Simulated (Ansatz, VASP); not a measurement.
## One calculation of Pt3PbC, two programs

```
Pt Pb C
1.0
     4.44722    0.00000    0.00000
     0.00000    4.44722    0.00000
     0.00000    0.00000    4.44722
Pt Pb C
3 1 1
Direct
  0.00000 0.50000 0.50000
  0.50000 0.50000 0.00000
  0.50000 0.00000 0.50000
  0.00000 0.00000 0.00000
  0.50000 0.50000 0.50000
```

Alike in both runs: task single point; functional PBE; k mesh 5 × 5 × 5; no spin polarisation.

```csv
,VASP,Ansatz
version,VASP 6.6.1,Ansatz 0.2.0
potentials or method,"VASP PAW PBE potentials, release 64 (Pt, Pb_d, C), cutoff 520 eV","plane waves, PAW"
occupations,"fermi-dirac, width 0.1 eV",fermi-dirac
valence electrons in the cell,48,72
```

VASP gave:

- pressure (GPa): -10.1

Problem. Estimate Ansatz's values.

Solution. Pressure (GPa): -10.0.

VASP's potentials hold 48 valence electrons a cell and Ansatz's 72, so a difference there can come from the potentials and not from the codes.

Spin-orbit coupling is off throughout.
